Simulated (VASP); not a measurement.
# Cu (Fm-3m) in VASP: further runs

Runs on Cu. Level: PBE. Tasks: single point, relaxation of cell and atoms.

Program: VASP 6.6.1. These are calculated values, not measurements. Logs are shortened: lines on timing, memory, paths and dates and some standing lists are left out, and cuts for length are marked.

### Step 1. The cell of the first run

The structure is cubic, space group Fm-3m (No. 225). The conventional cell has a = 3.630 Å, b = 3.630 Å, c = 3.630 Å, α = 90.00°, β = 90.00°, γ = 90.00°. Within 3.4 Å of Cu (site symmetry m-3m) lie 12 Cu at 2.57 Å.

### Step 2. Single point, PBE

File INCAR:

```
SYSTEM = Cu
PREC = Accurate ; ENCUT = 520
EDIFF = 1E-6 ; ISMEAR = -1
SIGMA = 0.1 ; LREAL = .False.
LASPH = .True. ; NELM = 60
ALGO = Normal ; ISIF = 2
LWAVE = .False. ; LCHARG = .False.
GGA = PE ; NBANDS = 12
```

File KPOINTS:

```
regular mesh
0
Gamma
  20 20 20
  0 0 0
```

File POSCAR:

```
Cu
1.0
    0.0000000000      1.8147994277      1.8147994277
    1.8147994277      0.0000000000      1.8147994277
    1.8147994277      1.8147994277      0.0000000000
Cu
1
Direct
    0.0000000000      0.0000000000      0.0000000000
```

Potentials or basis: VASP PAW PBE potentials, release 64 (Cu).

Launch:

```console
$ cat potpaw_PBE.64/Cu/POTCAR > POTCAR
$ mpirun -np 1 vasp_std > vasp.out
```

OUTCAR:

```text
SYSTEM = Cu
   PREC = Accurate
   ENCUT = 520
   EDIFF = 1E-6
   ISMEAR = -1
   LREAL = .False.
   LASPH = .True.
   NELM = 60
   ISIF = 2
   GGA = PE

 ion  position               nearest neighbor table
   1  0.000  0.000  0.000-

  LATTYP: Found a face centered cubic cell.
 ALAT       =     3.6295988554

  Lattice vectors:

 A1 = (   0.0000000000,   1.8147994277,   1.8147994277)
 A2 = (   1.8147994277,   0.0000000000,   1.8147994277)
 A3 = (   1.8147994277,   1.8147994277,   0.0000000000)

Analysis of symmetry for initial positions (statically):
=====================================================================
 Subroutine PRICEL returns:
 Original cell was already a primitive cell.

 Routine SETGRP: Setting up the symmetry group for a
 face centered cubic supercell.

 Subroutine GETGRP returns: Found 48 space group operations
 (whereof 48 operations were pure point group operations)
 out of a pool of 48 trial point group operations.

The static configuration has the point symmetry O_h .

Analysis of symmetry for dynamics (positions and initial velocities):
=====================================================================
 Subroutine PRICEL returns:
 Original cell was already a primitive cell.

 Routine SETGRP: Setting up the symmetry group for a
 face centered cubic supercell.

 Subroutine GETGRP returns: Found 48 space group operations
 (whereof 48 operations were pure point group operations)
 out of a pool of 48 trial point group operations.

The dynamic configuration has the point symmetry O_h .

 Subroutine INISYM returns: Found 48 space group operations
 (whereof 48 operations are pure point group operations),
 and found     1 'primitive' translations

----------------------------------------------------------------------------------------

                                     Primitive cell

  volume of cell :      11.9541

  direct lattice vectors                    reciprocal lattice vectors
     0.000000000  1.814799428  1.814799428    -0.275512540  0.275512540  0.275512540
     1.814799428  0.000000000  1.814799428     0.275512540 -0.275512540  0.275512540
     1.814799428  1.814799428  0.000000000     0.275512540  0.275512540 -0.275512540

  length of vectors
     2.566513964  2.566513964  2.566513964     0.477201717  0.477201717  0.477201717

  position of ions in fractional coordinates (direct lattice)
     0.000000000  0.000000000  0.000000000

  ion indices of the primitive-cell ions
   primitive index   ion index
                 1           1
[... 73 lines left out ...]
   LREAL  =      F    real-space projection
   EDIFFG = 0.1E-04   stopping-criterion for IOM
   NSW    =      0    number of steps for IOM
   IBRION =     -1    ionic relax: 0-MD 1-quasi-New 2-CG
   NFREE  =      0    steps in history (QN), initial steepest desc. (CG)
   ISIF   =      2    stress and relaxation
   ISYM   =      2    0-nonsym 1-usesym 2-fastsym
   POTIM  = 0.5000    time-step for ionic-motion
   TEBEG  =    0.0;   TEEND  =   0.0 temperature during run
   PSTRESS=    0.0 pullay stress
   NELECT =      11.0000    total number of electrons
   NUPDOWN=      -1.0000    fix difference up-down
   EMIN   =  10.00;   EMAX   =-10.00  energy-range for DOS
   EFERMI =   0.00;   METHOD = LEGACY
   ISMEAR =    -1;   SIGMA  =   0.10  broadening in eV -4-tet -1-fermi 0-gaus
   EFERMI_NEDOS =   21; number of points for ismear=-14 and -15
   IALGO  =     38    algorithm
   IMIX   =      4    mixing-type and parameters
     AMIX     =   0.40;   BMIX     =  1.00
     AMIX_MAG =   1.60;   BMIX_MAG =  1.00
  volume/ion in A,a.u.               =      11.95        80.67
  Fermi-wavevector in a.u.,A,eV,Ry     =   1.592333  3.009072 34.497882  2.535523
  Thomas-Fermi vector in A             =   2.690734
   LORBIT       =      0    0 simple, 1 ext, 2 COOP (PROOUT), +10 PAW based schemes
   GGA     = PE    functional components
   LHFCALC =     F    Hartree Fock is set to
   AEXX    =    0.0000 exact exchange contribution
   IVDW    =     0    specifies the selected vdW correction
   LEPSILON=     F    determine dielectric tensor
   LRPA    =     F    only Hartree local field effects (RPA)
 non-spin polarized calculation
  energy-cutoff  :      520.00
  volume of cell :       11.95
 maximum number of plane-waves:       332
   NGX =  9   NGY =  9   NGZ =  9

 number of electron      10.9999997 magnetization

 Free energy of the ion-electron system (eV)
  ---------------------------------------------------
  ext. energy  EPLUGINS =         0.00000000
  ---------------------------------------------------
  free energy    TOTEN  =        -3.73335440 eV

  energy without entropy =       -3.72393463  energy(sigma->0) =       -3.72864452

 E-fermi :   7.4334     XC(G=0): -12.6559

 val. band max:        7.3895672510   @ k =   0.5000   0.2500   0.1000
 cond. band min:       7.4553772614   @ k =   0.5000   0.3500   0.1500
 fundamental gap:      0.0658100104
 Fermi energy:         7.4334122743

 k-point     1 :       0.0000    0.0000    0.0000
  band No.  band energies     occupation
      1      -1.8230      2.00000
      2       4.4454      2.00000
      3       4.4454      2.00000
      4       4.4454      2.00000
      5       5.2520      2.00000
      6       5.2520      2.00000
      7      29.9338      0.00000
      8      32.4843      0.00000
      9      32.4843      0.00000
     10      32.4843      0.00000
     11      34.9668      0.00000
     12      34.9668      0.00000
[... 331 lines left out ...]
 k-point    24 :      -0.3500    0.0500    0.0000
  band No.  band energies     occupation
      1       1.9655      2.00000
      2       4.4715      2.00000
      3       4.5105      2.00000
      4       4.6475      2.00000
      5       5.5619      2.00000
      6       5.8408      2.00000
      7      14.6459      0.00000
      8      27.0908      0.00000
      9      29.4880      0.00000
     10      30.3980      0.00000
     11      32.7290      0.00000
     12      34.4504      0.00000

 [... further k-points ...]
[... 5 lines left out ...]
  --------------------------------------------------------------------------------------
  -------------------------------------------------------------------------------------
  Total        0.0459757      0.0459757      0.0459757     -0.0000000      0.0000000     -0.0000000
  in kB        6.1620137      6.1620137      6.1620137     -0.0000000      0.0000000     -0.0000000
  external PRESSURE =       6.1620137 kB  Pullay stress =       0.0000000 kB

 VOLUME and BASIS-vectors are now :
 -----------------------------------------------------------------------------
  energy-cutoff  :      520.00
  volume of cell :       11.95
      direct lattice vectors                 reciprocal lattice vectors
     0.000000000  1.814799428  1.814799428    -0.275512540  0.275512540  0.275512540
     1.814799428  0.000000000  1.814799428     0.275512540 -0.275512540  0.275512540
     1.814799428  1.814799428  0.000000000     0.275512540  0.275512540 -0.275512540

 POSITION                                       TOTAL-FORCE (eV/Angst)
 -----------------------------------------------------------------------------------
      0.00000      0.00000      0.00000        -0.000000     -0.000000     -0.000000
 -----------------------------------------------------------------------------------
    total drift:                                0.000000      0.000000      0.000000

  FREE ENERGIE OF THE ION-ELECTRON SYSTEM (eV)
  ---------------------------------------------------
  free  energy   TOTEN  =        -3.7333544011 eV

  energy  without entropy=       -3.7239346347  energy(sigma->0) =       -3.72864452
```

OSZICAR:

```text
N       E                     dE             d eps       ncg     rms          rms(c)
DAV:   1     0.415395250456E+02    0.41540E+02   -0.53647E+03  6848   0.152E+03
DAV:   2    -0.332821114682E+01   -0.44868E+02   -0.41445E+02  6328   0.202E+02
DAV:   3    -0.462513268829E+01   -0.12969E+01   -0.12886E+01  7124   0.395E+01
DAV:   4    -0.463316463402E+01   -0.80319E-02   -0.80307E-02  7016   0.274E+00
DAV:   5    -0.463324066255E+01   -0.76029E-04   -0.76029E-04  7304   0.272E-01    0.767E+00
DAV:   6    -0.412491385802E+01    0.50833E+00   -0.14685E+01  7296   0.723E+01    0.400E+00
DAV:   7    -0.374548148925E+01    0.37943E+00   -0.23493E+00  7324   0.289E+01    0.569E-01
DAV:   8    -0.373501525004E+01    0.10466E-01   -0.45602E-03  7204   0.103E+00    0.308E-01
DAV:   9    -0.373335471857E+01    0.16605E-02   -0.10353E-02  7628   0.176E+00    0.313E-02
DAV:  10    -0.373335519185E+01   -0.47328E-06   -0.47755E-05  9172   0.116E-01    0.752E-03
DAV:  11    -0.373335440113E+01    0.79072E-06   -0.50814E-07  5260   0.123E-02
   1 F= -.37333544E+01 E0= -.37286445E+01  d E =-.941977E-02
```

Run time: 22 s. Hardware: 1 thread of Intel Xeon 6975P-C, shared host; peak memory 0.15 GiB.

What came out:

```
Free energy : -3.7334 eV
Pressure    : 0.6 GPa
```

### Step 3. Relaxation of cell and atoms, PBE

File INCAR:

```
SYSTEM = Cu
PREC = Accurate
ENCUT = 600
EDIFF = 1E-7
ISMEAR = -1
SIGMA = 0.1
LREAL = .FALSE.
LASPH = .TRUE.
NELM = 60
ALGO = Normal
ISIF = 3
LWAVE = .FALSE.
LCHARG = .FALSE.
GGA = PE
IBRION = 2
NSW = 60
EDIFFG = -0.005
```

File KPOINTS:

```
regular mesh
0
G
  20 20 20
  0 0 0
```

File POSCAR:

```
Cu
1.0
    0.0000000000      1.8145933008      1.8145933008
    1.8145933008      0.0000000000      1.8145933008
    1.8145933008      1.8145933008      0.0000000000
Cu
1
Direct
    0.0000000000      0.0000000000      0.0000000000
```

Potentials or basis: VASP PAW PBE potentials, release 64 (Cu).

Launch:

```console
$ cat potpaw_PBE.64/Cu/POTCAR > POTCAR
$ mpirun -np 1 vasp_std > vasp.out
```

Wall time 41 s (1 thread of Intel Xeon 6975P-C, shared host); peak memory 0.17 GiB.

The run converged. Its results:

- Free energy: -3.7335 eV
- Relaxed volume: 12.01 Å³/atom
- Relaxed cell: a = 2.570 Å, b = 2.570 Å, c = 2.570 Å, α = 60.00°, β = 60.00°, γ = 60.00°
- Space group after relaxing (to 0.05 Å): Fm-3m (No. 225)
- Energy gained by relaxing: 0.1 meV/atom
- Ionic steps: 3
- Pressure after relaxing: 0.0 GPa

Step by step:
| step | energy change (eV) | largest force (eV/Å) | pressure (GPa) | volume (Å³) |
| --- | --- | --- | --- | --- |
| 1 | 0.0000 | 0.0000 | 0.69 | 11.95 |
| 2 | -0.0001 | 0.0000 | -0.34 | 12.04 |
| 3 | -0.0001 | 0.0000 | 0.03 | 12.01 |

Final structure:
```cif
data_structure
_symmetry_space_group_name_H-M 'P 1'
_symmetry_Int_Tables_number 1
_cell_length_a 2.5704
_cell_length_b 2.5704
_cell_length_c 2.5704
_cell_angle_alpha 60.000
_cell_angle_beta 60.000
_cell_angle_gamma 60.000
_cell_volume 12.01
loop_
_atom_site_label
_atom_site_type_symbol
_atom_site_fract_x
_atom_site_fract_y
_atom_site_fract_z
_atom_site_occupancy
Cu1 Cu 0.00000 0.00000 0.00000 1
```

Levels at points of the mesh, in eV from the Fermi level:
| k point | band 2 | band 3 | band 4 | band 5 | band 6 | band 7 | band 8 | band 9 |
| --- | --- | --- | --- | --- | --- | --- | --- | --- |
| (0.00, 0.00, 0.00) | -2.97 | -2.97 | -2.97 | -2.17 | -2.17 | 22.46 | 24.98 | 24.98 |
| (0.50, 0.00, 0.00) | -3.01 | -3.01 | -1.62 | -1.62 | -0.95 | 3.68 | 20.96 | 21.82 |
| (0.50, 0.50, 0.00) | -4.33 | -1.64 | -1.48 | -1.48 | 1.51 | 7.00 | 12.96 | 12.96 |
